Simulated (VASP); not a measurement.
# AlCo (CsCl type) (Pm-3m) in VASP: a series of runs

AlCo (CsCl type) is run at these levels: PBE; tasks: single point, relaxation of cell and atoms.

All numbers are computed with VASP 6.6.1; they aren't measurements. Logs are shortened: lines on timing, memory, paths and dates and some standing lists are left out, and cuts for length are marked.

**1. The cell of the first run**

It takes space group Pm-3m (No. 221, cubic). The conventional cell has a = 2.853 Å, b = 2.853 Å, c = 2.853 Å, α = 90.00°, β = 90.00°, γ = 90.00°. Within 3.3 Å of Co (site symmetry m-3m) lie 8 Al at 2.47 Å and 6 Co at 2.85 Å. Al (site symmetry m-3m) has 8 Co at 2.47 Å and 6 Al at 2.85 Å within 3.3 Å.

**2. Single point, PBE**

Contents of INCAR:

```
SYSTEM = AlCo
ALGO = Normal
EDIFF = 1E-6
ENCUT = 520
GGA = PE
ISIF = 2
ISMEAR = -1
LASPH = .True.
LCHARG = .False.
LREAL = .False.
LWAVE = .False.
NBANDS = 13
NELM = 100
PREC = Accurate
SIGMA = 0.1
```

Contents of KPOINTS:

```
k-points
0
Gamma
  14 14 14
  0 0 0
```

Contents of POSCAR:

```
AlCo
1.0
    2.8526159840      0.0000000000      0.0000000000
    0.0000000000      2.8526159840      0.0000000000
    0.0000000000      0.0000000000      2.8526159840
Co Al
1 1
Direct
    0.0000000000      0.0000000000      0.0000000000
    0.5000000000      0.5000000000      0.5000000000
```

Potentials or basis: VASP PAW PBE potentials, release 64 (Co, Al).

The run is started by

```console
$ cat potpaw_PBE.64/Co/POTCAR potpaw_PBE.64/Al/POTCAR > POTCAR
$ mpirun -np 1 vasp_std > vasp.out
```

OUTCAR:

```text
SYSTEM = AlCo
   EDIFF = 1E-6
   ENCUT = 520
   GGA = PE
   ISIF = 2
   ISMEAR = -1
   LASPH = .True.
   LREAL = .False.
   NELM = 100
   PREC = Accurate

 ion  position               nearest neighbor table
   1  0.000  0.000  0.000-   2 2.47   2 2.47   2 2.47   2 2.47   2 2.47   2 2.47   2 2.47   2 2.47

   2  0.500  0.500  0.500-   1 2.47   1 2.47   1 2.47   1 2.47   1 2.47   1 2.47   1 2.47   1 2.47

  LATTYP: Found a simple cubic cell.
 ALAT       =     2.8526159840

  Lattice vectors:

 A1 = (   2.8526159840,   0.0000000000,   0.0000000000)
 A2 = (   0.0000000000,   2.8526159840,   0.0000000000)
 A3 = (   0.0000000000,   0.0000000000,   2.8526159840)

Analysis of symmetry for initial positions (statically):
=====================================================================
 Subroutine PRICEL returns:
 Original cell was already a primitive cell.

 Routine SETGRP: Setting up the symmetry group for a
 simple cubic supercell.

 Subroutine GETGRP returns: Found 48 space group operations
 (whereof 48 operations were pure point group operations)
 out of a pool of 48 trial point group operations.

The static configuration has the point symmetry O_h .

Analysis of symmetry for dynamics (positions and initial velocities):
=====================================================================
 Subroutine PRICEL returns:
 Original cell was already a primitive cell.

 Routine SETGRP: Setting up the symmetry group for a
 simple cubic supercell.

 Subroutine GETGRP returns: Found 48 space group operations
 (whereof 48 operations were pure point group operations)
 out of a pool of 48 trial point group operations.

The dynamic configuration has the point symmetry O_h .

 Subroutine INISYM returns: Found 48 space group operations
 (whereof 48 operations are pure point group operations),
 and found     1 'primitive' translations

----------------------------------------------------------------------------------------

                                     Primitive cell

  volume of cell :      23.2129

  direct lattice vectors                    reciprocal lattice vectors
     2.852615984  0.000000000  0.000000000     0.350555422  0.000000000  0.000000000
     0.000000000  2.852615984  0.000000000     0.000000000  0.350555422  0.000000000
     0.000000000  0.000000000  2.852615984     0.000000000  0.000000000  0.350555422

  length of vectors
     2.852615984  2.852615984  2.852615984     0.350555422  0.350555422  0.350555422

  position of ions in fractional coordinates (direct lattice)
     0.000000000  0.000000000  0.000000000
     0.500000000  0.500000000  0.500000000

  ion indices of the primitive-cell ions
   primitive index   ion index
                 1           1
                 2           2

----------------------------------------------------------------------------------------

 KPOINTS: k-points

Automatic generation of k-mesh.
 Grid dimensions read from file:
 generate k-points for:   14   14   14

 Generating k-lattice:

  Cartesian coordinates                     Fractional coordinates (reciprocal lattice)
     0.025039673  0.000000000  0.000000000     0.071428571  0.000000000  0.000000000
     0.000000000  0.025039673  0.000000000     0.000000000  0.071428571  0.000000000
     0.000000000  0.000000000  0.025039673     0.000000000  0.000000000  0.071428571

  Length of vectors
     0.025039673  0.025039673  0.025039673

  Shift w.r.t. Gamma in fractional coordinates (k-lattice)
     0.000000000  0.000000000  0.000000000

 Subroutine IBZKPT returns following result:
 ===========================================

 Found    120 irreducible k-points:

 Following reciprocal coordinates:
            Coordinates               Weight
  0.000000  0.000000  0.000000      1.000000
  0.071429  0.000000  0.000000      6.000000
  0.142857  0.000000  0.000000      6.000000
  0.214286  0.000000  0.000000      6.000000
  0.285714  0.000000  0.000000      6.000000
  0.357143  0.000000  0.000000      6.000000
[... 16 lines left out ...]
  0.285714  0.214286  0.000000     24.000000
  0.357143  0.214286  0.000000     24.000000
 [... further k-points ...]
   k-points           NKPTS =    120   k-points in BZ     NKDIM =    120   number of bands    NBANDS=     13
   number of dos      NEDOS =    301   number of ions     NIONS =      2
   total plane-waves  NPLWV =  13824
   dimension x,y,z NGX =    24 NGY =   24 NGZ =   24
   dimension x,y,z NGXF=    48 NGYF=   48 NGZF=   48
   ions per type =               1   1
   NGX,Y,Z   is equivalent  to a cutoff of  13.99, 13.99, 13.99 a.u.
   NGXF,Y,Z  is equivalent  to a cutoff of  27.97, 27.97, 27.97 a.u.
 SYSTEM =  AlCo
   PREC   = accura    normal or accurate (medium, high low for compatibility)
   ISTART =      0    job   : 0-new  1-cont  2-samecut
   ICHARG =      2    charge: 1-file 2-atom 10-const
   ISPIN  =      1    spin polarized calculation?
   LNONCOLLINEAR =      F non collinear calculations
   LSORBIT =      F    spin-orbit coupling
   LASPH  =      T    aspherical Exc in radial PAW
   ENCUT  =  520.0 eV  38.22 Ry    6.18 a.u.   5.30  5.30  5.30*2*pi/ulx,y,z
   NELM   =    100;   NELMIN=  2; NELMDL= -5     # of ELM steps
   EDIFF  = 0.1E-05   stopping-criterion for ELM
   LREAL  =      F    real-space projection
   EDIFFG = 0.1E-04   stopping-criterion for IOM
   NSW    =      0    number of steps for IOM
   IBRION =     -1    ionic relax: 0-MD 1-quasi-New 2-CG
   NFREE  =      0    steps in history (QN), initial steepest desc. (CG)
   ISIF   =      2    stress and relaxation
   ISYM   =      2    0-nonsym 1-usesym 2-fastsym
   POTIM  = 0.5000    time-step for ionic-motion
   TEBEG  =    0.0;   TEEND  =   0.0 temperature during run
   PSTRESS=    0.0 pullay stress
   NELECT =      12.0000    total number of electrons
   NUPDOWN=      -1.0000    fix difference up-down
   EMIN   =  10.00;   EMAX   =-10.00  energy-range for DOS
   EFERMI =   0.00;   METHOD = LEGACY
   ISMEAR =    -1;   SIGMA  =   0.10  broadening in eV -4-tet -1-fermi 0-gaus
   EFERMI_NEDOS =   21; number of points for ismear=-14 and -15
   IALGO  =     38    algorithm
   IMIX   =      4    mixing-type and parameters
     AMIX     =   0.40;   BMIX     =  1.00
     AMIX_MAG =   1.60;   BMIX_MAG =  1.00
  volume/ion in A,a.u.               =      11.61        78.32
  Fermi-wavevector in a.u.,A,eV,Ry     =   1.313889  2.482890 23.487788  1.726304
  Thomas-Fermi vector in A             =   2.444180
   LORBIT       =      0    0 simple, 1 ext, 2 COOP (PROOUT), +10 PAW based schemes
   GGA     = PE    functional components
   LHFCALC =     F    Hartree Fock is set to
   AEXX    =    0.0000 exact exchange contribution
   IVDW    =     0    specifies the selected vdW correction
   LEPSILON=     F    determine dielectric tensor
   LRPA    =     F    only Hartree local field effects (RPA)
 non-spin polarized calculation
  energy-cutoff  :      520.00
  volume of cell :       23.21
 maximum number of plane-waves:       640
 NGX is ok and might be reduce to    24
   NGX = 11   NGY = 11   NGZ = 11

 number of electron      11.9999996 magnetization

 Free energy of the ion-electron system (eV)
  ---------------------------------------------------
  ext. energy  EPLUGINS =         0.00000000
  ---------------------------------------------------
  free energy    TOTEN  =       -12.00304721 eV

  energy without entropy =      -11.97397754  energy(sigma->0) =      -11.98851238

 E-fermi :  10.4894     XC(G=0): -12.2518

 val. band max:       10.4667651395   @ k =   0.4286   0.4286   0.0000
 cond. band min:      10.5097537902   @ k =   0.4286   0.4286   0.0714
 fundamental gap:      0.0429886508
 Fermi energy:        10.4894013717

 k-point     1 :       0.0000    0.0000    0.0000
  band No.  band energies     occupation
      1      -0.5179      2.00000
      2       7.5906      2.00000
      3       7.5906      2.00000
      4       9.6973      1.99927
      5       9.6973      1.99927
      6       9.6973      1.99927
      7      16.4892      0.00000
      8      16.4892      0.00000
      9      16.4892      0.00000
     10      19.2606      0.00000
     11      19.2606      0.00000
     12      25.6376      0.00000
     13      32.1226      0.00000

 k-point     2 :       0.0714    0.0000    0.0000
  band No.  band energies     occupation
      1      -0.4213      2.00000
      2       7.5810      2.00000
      3       7.6174      2.00000
      4       9.6453      1.99957
      5       9.6453      1.99957
      6       9.7027      1.99923
      7      15.5680      0.00000
      8      16.6242      0.00000
      9      16.6242      0.00000
     10      19.2485      0.00000
     11      20.1102      0.00000
     12      25.9518      0.00000
     13      31.0333      0.00000

 k-point     3 :       0.1429    0.0000    0.0000
  band No.  band energies     occupation
      1      -0.1333      2.00000
      2       7.5240      2.00000
      3       7.6935      2.00000
      4       9.5062      1.99989
      5       9.5062      1.99989
      6       9.7180      1.99911
      7      14.0343      0.00000
      8      17.0133      0.00000
      9      17.0133      0.00000
     10      19.2126      0.00000
     11      21.3991      0.00000
     12      26.9412      0.00000
     13      29.3061      0.00000

 k-point     4 :       0.2143    0.0000    0.0000
  band No.  band energies     occupation
      1       0.3411      2.00000
      2       7.3285      2.00000
      3       7.8066      2.00000
      4       9.3195      1.99998
      5       9.3195      1.99998
      6       9.7401      1.99889
      7      12.6242      0.00000
      8      17.6190      0.00000
      9      17.6190      0.00000
     10      19.1555      0.00000
     11      22.4562      0.00000
     12      27.5782      0.00000
     13      27.5782      0.00000

 k-point     5 :       0.2857    0.0000    0.0000
  band No.  band energies     occupation
      1       0.9932      2.00000
      2       6.8517      2.00000
      3       7.9367      2.00000
      4       9.1287      2.00000
      5       9.1287      2.00000
      6       9.7648      1.99858
      7      11.5873      0.00003
      8      18.4010      0.00000
      9      18.4010      0.00000
     10      19.0840      0.00000
     11      23.3147      0.00000
     12      25.9407      0.00000
     13      25.9407      0.00000
[... 257 lines left out ...]
 k-point    22 :       0.2143    0.2143    0.0000
  band No.  band energies     occupation
      1       1.1709      2.00000
      2       7.6263      2.00000
      3       7.6347      2.00000
      4       8.8885      2.00000
      5       9.3271      1.99998
      6       9.4413      1.99994
      7      12.7618      0.00000
      8      14.1725      0.00000
      9      18.6895      0.00000
     10      20.4010      0.00000
     11      23.5704      0.00000
     12      25.6936      0.00000
     13      27.9109      0.00000

 k-point    23 :       0.2857    0.2143    0.0000
  band No.  band energies     occupation
      1       1.7969      2.00000
      2       7.2121      2.00000
      3       7.8262      2.00000
      4       8.7712      2.00000
      5       9.1881      2.00000
      6       9.4337      1.99995
      7      11.9276      0.00000
      8      14.3754      0.00000
      9      19.4357      0.00000
     10      19.9026      0.00000
     11      22.8041      0.00000
     12      26.4877      0.00000
     13      26.9141      0.00000

 k-point    24 :       0.3571    0.2143    0.0000
  band No.  band energies     occupation
      1       2.5736      2.00000
      2       6.4904      2.00000
      3       8.0327      2.00000
      4       8.7030      2.00000
      5       9.0413      2.00000
      6       9.4583      1.99993
      7      11.1931      0.00176
      8      14.9890      0.00000
      9      18.9225      0.00000
     10      20.3230      0.00000
     11      22.6519      0.00000
     12      25.0342      0.00000
     13      27.3162      0.00000

 [... further k-points ...]

------------------------ aborting loop because EDIFF is reached ----------------------------------------

  FORCE on cell =-STRESS in cart. coord.  units (eV):
  Direction    XX          YY          ZZ          XY          YZ          ZX
  --------------------------------------------------------------------------------------
  -------------------------------------------------------------------------------------
  Total        0.0004972      0.0004972      0.0004972     -0.0000000     -0.0000000     -0.0000000
  in kB        0.0343174      0.0343174      0.0343174     -0.0000000     -0.0000000     -0.0000000
  external PRESSURE =       0.0343174 kB  Pullay stress =       0.0000000 kB

 VOLUME and BASIS-vectors are now :
 -----------------------------------------------------------------------------
  energy-cutoff  :      520.00
  volume of cell :       23.21
      direct lattice vectors                 reciprocal lattice vectors
     2.852615984  0.000000000  0.000000000     0.350555422  0.000000000  0.000000000
     0.000000000  2.852615984  0.000000000     0.000000000  0.350555422  0.000000000
     0.000000000  0.000000000  2.852615984     0.000000000  0.000000000  0.350555422

 POSITION                                       TOTAL-FORCE (eV/Angst)
 -----------------------------------------------------------------------------------
      0.00000      0.00000      0.00000         0.000000      0.000000      0.000000
      1.42631      1.42631      1.42631         0.000000      0.000000      0.000000
 -----------------------------------------------------------------------------------
    total drift:                                0.000000      0.000000      0.000000

  FREE ENERGIE OF THE ION-ELECTRON SYSTEM (eV)
  ---------------------------------------------------
  free  energy   TOTEN  =       -12.0030472145 eV

  energy  without entropy=      -11.9739775421  energy(sigma->0) =      -11.98851238
```

It took 24 s on 1 thread of Intel Xeon 8259CL, shared host; peak memory 0.17 GiB.

Results:

```yaml
Free_energy: -12.0030 eV
Pressure: 0.0 GPa
Band_gap_on_the_k_mesh: zero (bands 6 and 7 overlap by 2.63 eV)
```

Levels at points of the mesh, in eV from the Fermi level:
| k point | band 3 | band 4 | band 5 | band 6 | band 7 | band 8 | band 9 | band 10 |
| --- | --- | --- | --- | --- | --- | --- | --- | --- |
| (0.00, 0.00, 0.00) | -2.90 | -0.79 | -0.79 | -0.79 | 6.00 | 6.00 | 6.00 | 8.77 |
| (0.50, 0.00, 0.00) | -2.31 | -1.66 | -1.66 | -0.68 | 0.22 | 8.44 | 10.64 | 10.64 |
| (0.50, 0.50, 0.00) | -2.62 | -2.62 | -1.45 | -1.45 | -0.19 | 2.46 | 3.48 | 12.76 |
| (0.50, 0.50, 0.50) | -3.88 | -0.15 | -0.15 | 2.44 | 2.44 | 2.44 | 4.13 | 5.35 |

Caveat: the run has no spin polarisation, though such a crystal can be magnetic. Spin polarisation is off, so any magnetic state and its effect on volume and gap are missing.

[end of part 1 of 2]
